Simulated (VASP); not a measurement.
# Hg3Pt (Pm-3m) in VASP: a series of runs

Hg3Pt is run at these levels: LDA; tasks: single point.

Program: VASP 6.6.1. These are calculated values, not measurements. Logs are shortened: lines on timing, memory, paths and dates and some standing lists are left out, and cuts for length are marked.

**1. The cell of the first run**

The structure is cubic, space group Pm-3m (No. 221). Conventional cell: a = 4.101 Å, b = 4.101 Å, c = 4.101 Å, α = 90.00°, β = 90.00°, γ = 90.00°. Within 3.8 Å of Hg (site symmetry 4/mmm) lie 8 Hg at 2.90 Å and 4 Pt at 2.90 Å. Pt (site symmetry m-3m) has 12 Hg at 2.90 Å within 3.8 Å.

**2. Single point, LDA**

Contents of INCAR:

```
SYSTEM = Hg3Pt
PREC = Accurate ; ENCUT = 520
EDIFF = 1E-7 ; ISMEAR = 1
SIGMA = 0.15 ; LREAL = .False.
LASPH = .True. ; NELM = 80
ALGO = Normal ; ISIF = 2
LWAVE = .False. ; LCHARG = .False.
GGA = CA ; NBANDS = 31
```

Contents of KPOINTS:

```
regular mesh
0
Gamma
  5 5 5
  0 0 0
```

Contents of POSCAR:

```
Hg3Pt
1.0
    4.1008509673      0.0000000000      0.0000000000
    0.0000000000      4.1008509673      0.0000000000
    0.0000000000      0.0000000000      4.1008509673
Hg Pt
3 1
Direct
    0.0000000000      0.5000000000      0.5000000000
    0.5000000000      0.0000000000      0.5000000000
    0.5000000000      0.5000000000      0.0000000000
    0.0000000000      0.0000000000      0.0000000000
```

Potentials or basis: VASP PAW LDA potentials, release 64 (Hg, Pt).

Started as:

```sh
cat potpaw_LDA.64/Hg/POTCAR potpaw_LDA.64/Pt/POTCAR > POTCAR
mpirun -np 1 vasp_std > vasp.out
```

OUTCAR:

```text
SYSTEM = Hg3Pt
   PREC = Accurate
   ENCUT = 520
   EDIFF = 1E-7
   ISMEAR = 1
   LREAL = .False.
   LASPH = .True.
   NELM = 80
   ISIF = 2
   GGA = CA

 ion  position               nearest neighbor table
   1  0.000  0.500  0.500-   2 2.90   3 2.90   4 2.90   3 2.90   4 2.90   2 2.90   4 2.90   4 2.90
                             2 2.90   3 2.90   3 2.90   2 2.90
   2  0.500  0.000  0.500-   1 2.90   3 2.90   4 2.90   3 2.90   4 2.90   1 2.90   3 2.90   3 2.90
                             1 2.90   4 2.90   4 2.90   1 2.90
   3  0.500  0.500  0.000-   1 2.90   2 2.90   4 2.90   1 2.90   2 2.90   2 2.90   4 2.90   2 2.90
                             1 2.90   4 2.90   1 2.90   4 2.90
   4  0.000  0.000  0.000-   1 2.90   2 2.90   3 2.90   1 2.90   2 2.90   1 2.90   3 2.90   1 2.90
                             2 2.90   3 2.90   2 2.90   3 2.90

  LATTYP: Found a simple cubic cell.
 ALAT       =     4.1008509673

  Lattice vectors:

 A1 = (   4.1008509673,   0.0000000000,   0.0000000000)
 A2 = (   0.0000000000,   4.1008509673,   0.0000000000)
 A3 = (   0.0000000000,   0.0000000000,   4.1008509673)

Analysis of symmetry for initial positions (statically):
=====================================================================
 Subroutine PRICEL returns:
 Original cell was already a primitive cell.

 Routine SETGRP: Setting up the symmetry group for a
 simple cubic supercell.

 Subroutine GETGRP returns: Found 48 space group operations
 (whereof 48 operations were pure point group operations)
 out of a pool of 48 trial point group operations.

The static configuration has the point symmetry O_h .

Analysis of symmetry for dynamics (positions and initial velocities):
=====================================================================
 Subroutine PRICEL returns:
 Original cell was already a primitive cell.

 Routine SETGRP: Setting up the symmetry group for a
 simple cubic supercell.

 Subroutine GETGRP returns: Found 48 space group operations
 (whereof 48 operations were pure point group operations)
 out of a pool of 48 trial point group operations.

The dynamic configuration has the point symmetry O_h .

 Subroutine INISYM returns: Found 48 space group operations
 (whereof 48 operations are pure point group operations),
 and found     1 'primitive' translations

----------------------------------------------------------------------------------------

                                     Primitive cell

  volume of cell :      68.9639

  direct lattice vectors                    reciprocal lattice vectors
     4.100850967  0.000000000  0.000000000     0.243851827  0.000000000  0.000000000
     0.000000000  4.100850967  0.000000000     0.000000000  0.243851827  0.000000000
     0.000000000  0.000000000  4.100850967     0.000000000  0.000000000  0.243851827

  length of vectors
     4.100850967  4.100850967  4.100850967     0.243851827  0.243851827  0.243851827

  position of ions in fractional coordinates (direct lattice)
     0.000000000  0.500000000  0.500000000
     0.500000000  0.000000000  0.500000000
     0.500000000  0.500000000  0.000000000
     0.000000000  0.000000000  0.000000000

  ion indices of the primitive-cell ions
   primitive index   ion index
                 1           1
                 2           2
                 3           3
                 4           4

----------------------------------------------------------------------------------------

 KPOINTS: regular mesh

Automatic generation of k-mesh.
 Grid dimensions read from file:
 generate k-points for:    5    5    5

 Generating k-lattice:

  Cartesian coordinates                     Fractional coordinates (reciprocal lattice)
     0.048770365  0.000000000  0.000000000     0.200000000  0.000000000  0.000000000
     0.000000000  0.048770365  0.000000000     0.000000000  0.200000000  0.000000000
     0.000000000  0.000000000  0.048770365     0.000000000  0.000000000  0.200000000

  Length of vectors
     0.048770365  0.048770365  0.048770365

  Shift w.r.t. Gamma in fractional coordinates (k-lattice)
     0.000000000  0.000000000  0.000000000

 Subroutine IBZKPT returns following result:
 ===========================================

 Found     10 irreducible k-points:

 Following reciprocal coordinates:
            Coordinates               Weight
  0.000000  0.000000  0.000000      1.000000
  0.200000  0.000000  0.000000      6.000000
  0.400000  0.000000  0.000000      6.000000
  0.200000  0.200000  0.000000     12.000000
  0.400000  0.200000  0.000000     24.000000
  0.400000  0.400000  0.000000     12.000000
  0.200000  0.200000  0.200000      8.000000
  0.400000  0.200000  0.200000     24.000000
  0.400000  0.400000  0.200000     24.000000
  0.400000  0.400000  0.400000      8.000000
   k-points           NKPTS =     10   k-points in BZ     NKDIM =     10   number of bands    NBANDS=     31
   number of dos      NEDOS =    301   number of ions     NIONS =      4
   total plane-waves  NPLWV =  27000
   dimension x,y,z NGX =    30 NGY =   30 NGZ =   30
   dimension x,y,z NGXF=    60 NGYF=   60 NGZF=   60
   ions per type =               3   1
   NGX,Y,Z   is equivalent  to a cutoff of  12.16, 12.16, 12.16 a.u.
   NGXF,Y,Z  is equivalent  to a cutoff of  24.32, 24.32, 24.32 a.u.
 SYSTEM =  Hg3Pt
   PREC   = accura    normal or accurate (medium, high low for compatibility)
   ISTART =      0    job   : 0-new  1-cont  2-samecut
   ICHARG =      2    charge: 1-file 2-atom 10-const
   ISPIN  =      1    spin polarized calculation?
   LNONCOLLINEAR =      F non collinear calculations
   LSORBIT =      F    spin-orbit coupling
   LASPH  =      T    aspherical Exc in radial PAW
   ENCUT  =  520.0 eV  38.22 Ry    6.18 a.u.   7.62  7.62  7.62*2*pi/ulx,y,z
   NELM   =     80;   NELMIN=  2; NELMDL= -5     # of ELM steps
   EDIFF  = 0.1E-06   stopping-criterion for ELM
   LREAL  =      F    real-space projection
   EDIFFG = 0.1E-05   stopping-criterion for IOM
   NSW    =      0    number of steps for IOM
   IBRION =     -1    ionic relax: 0-MD 1-quasi-New 2-CG
   NFREE  =      0    steps in history (QN), initial steepest desc. (CG)
   ISIF   =      2    stress and relaxation
   ISYM   =      2    0-nonsym 1-usesym 2-fastsym
   POTIM  = 0.5000    time-step for ionic-motion
   TEBEG  =    0.0;   TEEND  =   0.0 temperature during run
   PSTRESS=    0.0 pullay stress
   NELECT =      46.0000    total number of electrons
   NUPDOWN=      -1.0000    fix difference up-down
   EMIN   =  10.00;   EMAX   =-10.00  energy-range for DOS
   EFERMI =   0.00;   METHOD = LEGACY
   ISMEAR =     1;   SIGMA  =   0.15  broadening in eV -4-tet -1-fermi 0-gaus
   EFERMI_NEDOS =   21; number of points for ismear=-14 and -15
   IALGO  =     38    algorithm
   IMIX   =      4    mixing-type and parameters
     AMIX     =   0.40;   BMIX     =  1.00
     AMIX_MAG =   1.60;   BMIX_MAG =  1.00
  volume/ion in A,a.u.               =      17.24       116.35
  Fermi-wavevector in a.u.,A,eV,Ry     =   1.430387  2.703039 27.837602  2.046006
  Thomas-Fermi vector in A             =   2.550237
   LORBIT       =      0    0 simple, 1 ext, 2 COOP (PROOUT), +10 PAW based schemes
   GGA     = CA    functional components
   LHFCALC =     F    Hartree Fock is set to
   AEXX    =    0.0000 exact exchange contribution
   IVDW    =     0    specifies the selected vdW correction
   LEPSILON=     F    determine dielectric tensor
   LRPA    =     F    only Hartree local field effects (RPA)
 non-spin polarized calculation
 Methfessel and Paxton  Order N= 1 SIGMA  =   0.15
  energy-cutoff  :      520.00
  volume of cell :       68.96
 maximum number of plane-waves:      1875
   NGX = 15   NGY = 15   NGZ = 15

 number of electron      45.9999982 magnetization

 Free energy of the ion-electron system (eV)
  ---------------------------------------------------
  ext. energy  EPLUGINS =         0.00000000
  ---------------------------------------------------
  free energy    TOTEN  =        -9.82821659 eV

  energy without entropy =       -9.82438120  energy(sigma->0) =       -9.82693813

 E-fermi :   6.6973     XC(G=0): -12.9301

 val. band max:        6.4347156222   @ k =   0.4000   0.4000   0.2000
 cond. band min:       6.7395698043   @ k =   0.4000   0.2000   0.0000
 fundamental gap:      0.3048541821
 Fermi energy:         6.6972583498

 k-point     1 :       0.0000    0.0000    0.0000
  band No.  band energies     occupation
      1      -5.0551      2.00000
      2      -3.4596      2.00000
      3      -3.0590      2.00000
      4      -3.0590      2.00000
      5      -3.0590      2.00000
      6      -2.8357      2.00000
[... 23 lines left out ...]
     30      14.5364      0.00000
     31      15.4028      0.00000

 k-point     2 :       0.2000    0.0000    0.0000
  band No.  band energies     occupation
      1      -4.6196      2.00000
      2      -3.2282      2.00000
      3      -2.9569      2.00000
      4      -2.8401      2.00000
      5      -2.8401      2.00000
      6      -2.7095      2.00000
[... 23 lines left out ...]
     30      14.4873      0.00000
     31      14.5425      0.00000

 k-point     3 :       0.4000    0.0000    0.0000
  band No.  band energies     occupation
      1      -3.5754      2.00000
      2      -2.7479      2.00000
      3      -2.6964      2.00000
      4      -2.4533      2.00000
      5      -2.2225      2.00000
      6      -2.2225      2.00000
[... 23 lines left out ...]
     30      14.5234      0.00000
     31      18.1046      0.00000

 k-point     4 :       0.2000    0.2000    0.0000
  band No.  band energies     occupation
      1      -4.2244      2.00000
      2      -3.0117      2.00000
      3      -2.8171      2.00000
      4      -2.7248      2.00000
      5      -2.6797      2.00000
      6      -2.5043      2.00000
[... 23 lines left out ...]
     30      15.1141      0.00000
     31      15.2953      0.00000

 k-point     5 :       0.4000    0.2000    0.0000
  band No.  band energies     occupation
      1      -3.2809      2.00000
      2      -2.5982      2.00000
      3      -2.4898      2.00000
      4      -2.3495      2.00000
      5      -2.1711      2.00000
      6      -2.1323      2.00000
[... 23 lines left out ...]
     30      15.6642      0.00000
     31      16.8317      0.00000

 k-point     6 :       0.4000    0.4000    0.0000
  band No.  band energies     occupation
      1      -2.7477      2.00000
      2      -2.2854      2.00000
      3      -2.2769      2.00000
      4      -2.0748      2.00000
      5      -1.9793      2.00000
      6      -1.8577      2.00000
[... 23 lines left out ...]
     30      14.8948      0.00000
     31      15.4253      0.00000

 k-point     7 :       0.2000    0.2000    0.2000
  band No.  band energies     occupation
      1      -3.9282      2.00000
      2      -2.8596      2.00000
      3      -2.6712      2.00000
      4      -2.6712      2.00000
      5      -2.5987      2.00000
      6      -2.1174      2.00000
[... 23 lines left out ...]
     30      15.0313      0.00000
     31      16.6831      0.00000

 k-point     8 :       0.4000    0.2000    0.2000
  band No.  band energies     occupation
      1      -3.2802      2.00000
      2      -2.5600      2.00000
      3      -2.4961      2.00000
      4      -2.3346      2.00000
      5      -2.2296      2.00000
      6      -1.9600      2.00000
[... 23 lines left out ...]
     30      15.4982      0.00000
     31      17.0121      0.00000

 k-point     9 :       0.4000    0.4000    0.2000
  band No.  band energies     occupation
      1      -3.0999      2.00000
      2      -2.7162      2.00000
      3      -2.6485      2.00000
      4      -2.5911      2.00000
      5      -1.8854      2.00000
      6      -1.8394      2.00000
[... 23 lines left out ...]
     30      17.8185      0.00000
     31      18.0592      0.00000

 k-point    10 :       0.4000    0.4000    0.4000
  band No.  band energies     occupation
      1      -3.3067      2.00000
      2      -3.0878      2.00000
      3      -3.0878      2.00000
      4      -3.0397      2.00000
      5      -1.8117      2.00000
      6      -1.8117      2.00000
[... 23 lines left out ...]
     30      19.6893      0.00000
     31      19.7438      0.00000

------------------------ aborting loop because EDIFF is reached ----------------------------------------

  FORCE on cell =-STRESS in cart. coord.  units (eV):
  Direction    XX          YY          ZZ          XY          YZ          ZX
  --------------------------------------------------------------------------------------
  -------------------------------------------------------------------------------------
  Total        5.2502447      5.2502447      5.2502447      0.0000000      0.0000000      0.0000000
  in kB      121.9742526    121.9742526    121.9742526      0.0000000      0.0000000      0.0000000
  external PRESSURE =     121.9742526 kB  Pullay stress =       0.0000000 kB

 VOLUME and BASIS-vectors are now :
 -----------------------------------------------------------------------------
  energy-cutoff  :      520.00
  volume of cell :       68.96
      direct lattice vectors                 reciprocal lattice vectors
     4.100850967  0.000000000  0.000000000     0.243851827  0.000000000  0.000000000
     0.000000000  4.100850967  0.000000000     0.000000000  0.243851827  0.000000000
     0.000000000  0.000000000  4.100850967     0.000000000  0.000000000  0.243851827

 POSITION                                       TOTAL-FORCE (eV/Angst)
 -----------------------------------------------------------------------------------
      0.00000      2.05043      2.05043         0.000000      0.000000      0.000000
      2.05043      0.00000      2.05043         0.000000      0.000000      0.000000
      2.05043      2.05043      0.00000         0.000000      0.000000      0.000000
      0.00000      0.00000      0.00000         0.000000      0.000000      0.000000
 -----------------------------------------------------------------------------------
    total drift:                                0.000000      0.000000     -0.000000

  FREE ENERGIE OF THE ION-ELECTRON SYSTEM (eV)
  ---------------------------------------------------
  free  energy   TOTEN  =        -9.8282165944 eV

  energy  without entropy=       -9.8243811973  energy(sigma->0) =       -9.82693813
```

Run time: 14 s. Hardware: 1 thread of Intel Xeon Platinum 8488C (Sapphire Rapids), shared host; peak memory 0.16 GiB.

Results:

```yaml
Free_energy: -9.8282 eV
Pressure: 12.2 GPa
Band_gap_on_the_k_mesh: zero (bands 23 and 24 overlap by 2.96 eV)
```

Caveat: the cell stands under pressure; spin-orbit coupling is left out, which moves the levels of the heavy elements.

(Part 1 of 3 ends here.)
